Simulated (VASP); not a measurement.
# Si (Fm-3m) in VASP: further runs

Runs on Si. Level: PBE. Tasks: single point.

Everything below comes from runs of VASP 6.6.1. Logs are shortened: lines on timing, memory, paths and dates and some standing lists are left out, and cuts for length are marked.

### 1 The cell of the first run

The structure is cubic, space group Fm-3m (No. 225). Conventional cell: a = 3.116 Å, b = 3.116 Å, c = 3.116 Å, α = 90.00°, β = 90.00°, γ = 90.00°. Within 2.9 Å of Si (site symmetry m-3m) lie 12 Si at 2.20 Å.

### 2 Single point, PBE (volume scaled by 0.52)

INCAR

```
PREC = Accurate
ENCUT = 520
EDIFF = 1E-7
ISMEAR = -1
SIGMA = 0.05
LREAL = F
LASPH = T
NELM = 80
ALGO = Normal
ISIF = 2
LWAVE = F
LCHARG = T
GGA = PE
LELF = T
LVHAR = T
NBANDS = 8
```

KPOINTS

```
Automatic mesh
0
Gamma
  18 18 18
```

POSCAR

```
Si
1.0
    0.0000000000      1.5579682482      1.5579682482
    1.5579682482      0.0000000000      1.5579682482
    1.5579682482      1.5579682482      0.0000000000
Si
1
Direct
    0.0000000000      0.0000000000      0.0000000000
```

Potentials or basis: VASP PAW PBE potentials, release 64 (Si).

Launch:

```sh
$ cat potpaw_PBE.64/Si/POTCAR > POTCAR
$ mpirun -np 1 vasp_std > vasp.out
```

OUTCAR:

```text
PREC = Accurate
   ENCUT = 520
   EDIFF = 1E-7
   ISMEAR = -1
   LREAL = F
   LASPH = T
   NELM = 80
   ISIF = 2
   GGA = PE

 ion  position               nearest neighbor table
   1  0.000  0.000  0.000-

  LATTYP: Found a face centered cubic cell.
 ALAT       =     3.1159364964

  Lattice vectors:

 A1 = (   0.0000000000,   1.5579682482,   1.5579682482)
 A2 = (   1.5579682482,   0.0000000000,   1.5579682482)
 A3 = (   1.5579682482,   1.5579682482,   0.0000000000)

Analysis of symmetry for initial positions (statically):
=====================================================================
 Subroutine PRICEL returns:
 Original cell was already a primitive cell.

 Routine SETGRP: Setting up the symmetry group for a
 face centered cubic supercell.

 Subroutine GETGRP returns: Found 48 space group operations
 (whereof 48 operations were pure point group operations)
 out of a pool of 48 trial point group operations.

The static configuration has the point symmetry O_h .

Analysis of symmetry for dynamics (positions and initial velocities):
=====================================================================
 Subroutine PRICEL returns:
 Original cell was already a primitive cell.

 Routine SETGRP: Setting up the symmetry group for a
 face centered cubic supercell.

 Subroutine GETGRP returns: Found 48 space group operations
 (whereof 48 operations were pure point group operations)
 out of a pool of 48 trial point group operations.

The dynamic configuration has the point symmetry O_h .

 Subroutine INISYM returns: Found 48 space group operations
 (whereof 48 operations are pure point group operations),
 and found     1 'primitive' translations

----------------------------------------------------------------------------------------

                                     Primitive cell

  volume of cell :       7.5632

  direct lattice vectors                    reciprocal lattice vectors
     0.000000000  1.557968248  1.557968248    -0.320930802  0.320930802  0.320930802
     1.557968248  0.000000000  1.557968248     0.320930802 -0.320930802  0.320930802
     1.557968248  1.557968248  0.000000000     0.320930802  0.320930802 -0.320930802

  length of vectors
     2.203299826  2.203299826  2.203299826     0.555868455  0.555868455  0.555868455

  position of ions in fractional coordinates (direct lattice)
     0.000000000  0.000000000  0.000000000

  ion indices of the primitive-cell ions
   primitive index   ion index
                 1           1

----------------------------------------------------------------------------------------

 KPOINTS: Automatic mesh

Automatic generation of k-mesh.
 Grid dimensions read from file:
 generate k-points for:   18   18   18

 Generating k-lattice:

  Cartesian coordinates                     Fractional coordinates (reciprocal lattice)
    -0.017829489  0.017829489  0.017829489     0.055555556  0.000000000  0.000000000
     0.017829489 -0.017829489  0.017829489     0.000000000  0.055555556  0.000000000
     0.017829489  0.017829489 -0.017829489     0.000000000  0.000000000  0.055555556

  Length of vectors
     0.030881581  0.030881581  0.030881581

  Shift w.r.t. Gamma in fractional coordinates (k-lattice)
     0.000000000  0.000000000  0.000000000

 Subroutine IBZKPT returns following result:
 ===========================================

 Found    195 irreducible k-points:

 Following reciprocal coordinates:
            Coordinates               Weight
  0.000000  0.000000  0.000000      1.000000
  0.055556  0.000000  0.000000      8.000000
  0.111111  0.000000  0.000000      8.000000
  0.166667  0.000000  0.000000      8.000000
  0.222222  0.000000  0.000000      8.000000
  0.277778  0.000000  0.000000      8.000000
[... 16 lines left out ...]
 -0.277778  0.055556  0.000000     24.000000
 -0.222222  0.055556  0.000000     24.000000
 [... further k-points ...]
   k-points           NKPTS =    195   k-points in BZ     NKDIM =    195   number of bands    NBANDS=      8
   number of dos      NEDOS =    301   number of ions     NIONS =      1
   total plane-waves  NPLWV =   4096
   dimension x,y,z NGX =    16 NGY =   16 NGZ =   16
   dimension x,y,z NGXF=    32 NGYF=   32 NGZF=   32
   ions per type =               1
   NGX,Y,Z   is equivalent  to a cutoff of  12.07, 12.07, 12.07 a.u.
   NGXF,Y,Z  is equivalent  to a cutoff of  24.15, 24.15, 24.15 a.u.
 SYSTEM =  unknown system
   PREC   = accura    normal or accurate (medium, high low for compatibility)
   ISTART =      0    job   : 0-new  1-cont  2-samecut
   ICHARG =      2    charge: 1-file 2-atom 10-const
   ISPIN  =      1    spin polarized calculation?
   LNONCOLLINEAR =      F non collinear calculations
   LSORBIT =      F    spin-orbit coupling
   LASPH  =      T    aspherical Exc in radial PAW
   ENCUT  =  520.0 eV  38.22 Ry    6.18 a.u.   4.10  4.10  4.10*2*pi/ulx,y,z
   NELM   =     80;   NELMIN=  2; NELMDL= -5     # of ELM steps
   EDIFF  = 0.1E-06   stopping-criterion for ELM
   LREAL  =      F    real-space projection
   EDIFFG = 0.1E-05   stopping-criterion for IOM
   NSW    =      0    number of steps for IOM
   IBRION =     -1    ionic relax: 0-MD 1-quasi-New 2-CG
   NFREE  =      0    steps in history (QN), initial steepest desc. (CG)
   ISIF   =      2    stress and relaxation
   ISYM   =      2    0-nonsym 1-usesym 2-fastsym
   POTIM  = 0.5000    time-step for ionic-motion
   TEBEG  =    0.0;   TEEND  =   0.0 temperature during run
   PSTRESS=    0.0 pullay stress
   NELECT =       4.0000    total number of electrons
   NUPDOWN=      -1.0000    fix difference up-down
   EMIN   =  10.00;   EMAX   =-10.00  energy-range for DOS
   EFERMI =   0.00;   METHOD = LEGACY
   ISMEAR =    -1;   SIGMA  =   0.05  broadening in eV -4-tet -1-fermi 0-gaus
   EFERMI_NEDOS =   21; number of points for ismear=-14 and -15
   IALGO  =     38    algorithm
   IMIX   =      4    mixing-type and parameters
     AMIX     =   0.40;   BMIX     =  1.00
     AMIX_MAG =   1.60;   BMIX_MAG =  1.00
  volume/ion in A,a.u.               =       7.56        51.04
  Fermi-wavevector in a.u.,A,eV,Ry     =   1.323913  2.501833 23.847565  1.752747
  Thomas-Fermi vector in A             =   2.453487
   LORBIT       =      0    0 simple, 1 ext, 2 COOP (PROOUT), +10 PAW based schemes
   GGA     = PE    functional components
   LHFCALC =     F    Hartree Fock is set to
   AEXX    =    0.0000 exact exchange contribution
   IVDW    =     0    specifies the selected vdW correction
   LEPSILON=     F    determine dielectric tensor
   LRPA    =     F    only Hartree local field effects (RPA)
 non-spin polarized calculation
  energy-cutoff  :      520.00
  volume of cell :        7.56
 maximum number of plane-waves:       212
   NGX =  9   NGY =  9   NGZ =  9

 number of electron       4.0000000 magnetization

 Free energy of the ion-electron system (eV)
  ---------------------------------------------------
  ext. energy  EPLUGINS =         0.00000000
  ---------------------------------------------------
  free energy    TOTEN  =        -2.22214445 eV

  energy without entropy =       -2.22012990  energy(sigma->0) =       -2.22113718

 E-fermi :  21.1231     XC(G=0): -14.0306

 val. band max:       21.1123441330   @ k =   0.2778   0.0000   0.0000
 cond. band min:      21.1463402876   @ k =  -0.4444   0.2778   0.0000
 fundamental gap:      0.0339961546
 Fermi energy:        21.1231381141

 k-point     1 :       0.0000    0.0000    0.0000
  band No.  band energies     occupation
      1      -0.5764      2.00000
      2      36.0622      0.00000
      3      36.0622      0.00000
      4      36.0622      0.00000
      5      42.6606      0.00000
      6      42.6606      0.00000
      7      42.6606      0.00000
      8      43.0713      0.00000

 k-point     2 :       0.0556    0.0000    0.0000
  band No.  band energies     occupation
      1      -0.4391      2.00000
      2      34.2976      0.00000
      3      35.9227      0.00000
      4      35.9227      0.00000
      5      42.6471      0.00000
      6      42.9957      0.00000
      7      42.9957      0.00000
      8      44.7743      0.00000

 k-point     3 :       0.1111    0.0000    0.0000
  band No.  band energies     occupation
      1      -0.0283      2.00000
      2      31.0702      0.00000
      3      35.5817      0.00000
      4      35.5817      0.00000
      5      42.2746      0.00000
      6      43.8727      0.00000
      7      43.8727      0.00000
      8      45.4464      0.00000

 k-point     4 :       0.1667    0.0000    0.0000
  band No.  band energies     occupation
      1       0.6532      2.00000
      2      27.6548      0.00000
      3      35.1785      0.00000
      4      35.1785      0.00000
      5      41.7946      0.00000
      6      43.5888      0.00000
      7      43.5888      0.00000
      8      45.5172      0.00000

 k-point     5 :       0.2222    0.0000    0.0000
  band No.  band energies     occupation
      1       1.6003      2.00000
      2      24.3096      0.00000
      3      34.8108      0.00000
      4      34.8108      0.00000
      5      41.3470      0.00000
      6      42.0763      0.00000
      7      42.0763      0.00000
      8      47.2180      0.00000

 k-point     6 :       0.2778    0.0000    0.0000
  band No.  band energies     occupation
      1       2.8062      2.00000
      2      21.1123      1.10752
      3      34.5263      0.00000
      4      34.5263      0.00000
      5      40.6890      0.00000
      6      40.6890      0.00000
      7      41.0228      0.00000
      8      48.1772      0.00000

 k-point     7 :       0.3333    0.0000    0.0000
  band No.  band energies     occupation
      1       4.2613      2.00000
      2      18.0983      2.00000
      3      34.3404      0.00000
      4      34.3404      0.00000
      5      39.5295      0.00000
      6      39.5295      0.00000
      7      40.8647      0.00000
      8      46.8436      0.00000

 k-point     8 :       0.3889    0.0000    0.0000
  band No.  band energies     occupation
      1       5.9502      2.00000
      2      15.2930      2.00000
      3      34.2455      0.00000
      4      34.2455      0.00000
      5      38.6466      0.00000
      6      38.6466      0.00000
      7      40.8675      0.00000
      8      45.7163      0.00000

 k-point     9 :       0.4444    0.0000    0.0000
  band No.  band energies     occupation
      1       7.8275      2.00000
      2      12.7452      2.00000
      3      34.2143      0.00000
      4      34.2143      0.00000
      5      38.0859      0.00000
      6      38.0859      0.00000
      7      40.9650      0.00000
      8      44.9214      0.00000

 k-point    10 :       0.5000    0.0000    0.0000
  band No.  band energies     occupation
      1       9.3010      2.00000
      2      11.0481      2.00000
      3      34.2102      0.00000
      4      34.2102      0.00000
      5      37.8920      0.00000
      6      37.8920      0.00000
      7      41.0262      0.00000
      8      44.6239      0.00000
[... 78 lines left out ...]
 k-point    18 :       0.4444    0.0556    0.0000
  band No.  band energies     occupation
      1       7.3011      2.00000
      2      13.6648      2.00000
      3      33.1129      0.00000
      4      33.1829      0.00000
      5      37.2542      0.00000
      6      39.5742      0.00000
      7      42.4751      0.00000
      8      45.8845      0.00000

 k-point    19 :       0.5000    0.0556    0.0000
  band No.  band energies     occupation
      1       9.1346      2.00000
      2      11.4599      2.00000
      3      32.6653      0.00000
      4      33.4567      0.00000
      5      37.4687      0.00000
      6      38.8786      0.00000
      7      42.5037      0.00000
      8      45.4691      0.00000

 k-point    20 :      -0.4444    0.0556    0.0000
  band No.  band energies     occupation
      1       8.5712      2.00000
      2      12.0973      2.00000
      3      32.2605      0.00000
      4      33.9613      0.00000
      5      37.9773      0.00000
      6      38.4158      0.00000
      7      42.3656      0.00000
      8      45.6698      0.00000

 k-point    21 :      -0.3889    0.0556    0.0000
  band No.  band energies     occupation
      1       6.6738      2.00000
      2      14.5141      2.00000
      3      32.0077      0.00000
      4      34.5913      0.00000
      5      38.2180      0.00000
      6      38.7367      0.00000
      7      42.1653      0.00000
      8      46.3838      0.00000

 k-point    22 :      -0.3333    0.0556    0.0000
  band No.  band energies     occupation
      1       4.9156      2.00000
      2      17.2354      2.00000
      3      31.9263      0.00000
      4      35.2638      0.00000
      5      38.3573      0.00000
      6      39.7123      0.00000
      7      42.0686      0.00000
      8      47.4179      0.00000

 k-point    23 :      -0.2778    0.0556    0.0000
  band No.  band energies     occupation
      1       3.3820      2.00000
      2      20.1717      2.00000
      3      32.0241      0.00000
      4      35.8495      0.00000
      5      38.9395      0.00000
      6      40.8496      0.00000
      7      42.1793      0.00000
      8      48.4571      0.00000

 k-point    24 :      -0.2222    0.0556    0.0000
  band No.  band energies     occupation
      1       2.0932      2.00000
      2      23.2908      0.00000
      3      32.3027      0.00000
      4      36.2726      0.00000
      5      39.9889      0.00000
      6      41.9037      0.00000
      7      42.7157      0.00000
      8      46.4469      0.00000

 [... further k-points ...]

------------------------ aborting loop because EDIFF is reached ----------------------------------------

  FORCE on cell =-STRESS in cart. coord.  units (eV):
  Direction    XX          YY          ZZ          XY          YZ          ZX
  --------------------------------------------------------------------------------------
  -------------------------------------------------------------------------------------
  Total       10.6683239     10.6683239     10.6683239      0.0000000      0.0000000     -0.0000000
  in kB     2259.9611482   2259.9611482   2259.9611482      0.0000000      0.0000000     -0.0000000
  external PRESSURE =    2259.9611482 kB  Pullay stress =       0.0000000 kB

 VOLUME and BASIS-vectors are now :
 -----------------------------------------------------------------------------
  energy-cutoff  :      520.00
  volume of cell :        7.56
      direct lattice vectors                 reciprocal lattice vectors
     0.000000000  1.557968248  1.557968248    -0.320930802  0.320930802  0.320930802
     1.557968248  0.000000000  1.557968248     0.320930802 -0.320930802  0.320930802
     1.557968248  1.557968248  0.000000000     0.320930802  0.320930802 -0.320930802

 POSITION                                       TOTAL-FORCE (eV/Angst)
 -----------------------------------------------------------------------------------
      0.00000      0.00000      0.00000         0.000000      0.000000      0.000000
 -----------------------------------------------------------------------------------
    total drift:                               -0.000000      0.000000     -0.000000

  FREE ENERGIE OF THE ION-ELECTRON SYSTEM (eV)
  ---------------------------------------------------
  free  energy   TOTEN  =        -2.2221444463 eV

  energy  without entropy=       -2.2201299049  energy(sigma->0) =       -2.22113718
```

Wall time 6.6 s (1 thread of Intel Xeon 8259CL, shared host); peak memory 0.11 GiB.

What came out:

```yaml
Free_energy: -2.2221 eV
Pressure: 226.0 GPa
Band_gap_on_the_k_mesh: zero (band 2 reaches 36.06 eV, above the bottom of band 3 at 16.47 eV)
```

Levels at points of the mesh, in eV from the Fermi level:
```tsv
k point	band 1	band 2	band 3	band 4	band 5
(0.00, 0.00, 0.00)	-21.70	14.94	14.94	14.94	21.54
(0.50, 0.00, 0.00)	-11.82	-10.08	13.09	13.09	16.77
(0.50, 0.50, 0.00)	-8.84	-6.15	2.78	6.04	6.04
```

### 3 Single point, PBE (volume scaled by 0.52)

INCAR

```
SYSTEM = Si
ALGO = Normal ; EDIFF = 1E-6
ENCUT = 520 ; GGA = PE
ISIF = 2 ; ISMEAR = -1
LASPH = .TRUE. ; LCHARG = .TRUE.
LELF = .TRUE. ; LREAL = .FALSE.
LVHAR = .TRUE. ; LWAVE = .FALSE.
NBANDS = 8 ; NELM = 80
PREC = Accurate ; SIGMA = 0.05
```

KPOINTS

```
k-points
0
G
  18 18 18
  0 0 0
```

POSCAR is that of step 2.

Potentials or basis: VASP PAW PBE potentials, release 64 (Si).

Launch:

```sh
$ cat potpaw_PBE.64/Si/POTCAR > POTCAR
$ mpirun -np 1 vasp_std > vasp.out
```

Wall time 6.6 s (1 thread of Intel Xeon 8259CL, shared host); peak memory 0.12 GiB.

Results (log left out):

| Property | Result |
| --- | --- |
| Free energy | -2.2221 eV |
| Pressure | 226.0 GPa |
| Band gap on the k mesh | zero (band 2 reaches 36.06 eV, above the bottom of band 3 at 16.47 eV) |

Levels at points of the mesh, in eV from the Fermi level:
```tsv
k point	band 1	band 2	band 3	band 4	band 5
(0.00, 0.00, 0.00)	-21.70	14.94	14.94	14.94	21.54
(0.50, 0.00, 0.00)	-11.82	-10.08	13.09	13.09	16.77
(0.50, 0.50, 0.00)	-8.84	-6.15	2.78	6.04	6.04
```

(Continued in part 2 of 2.)
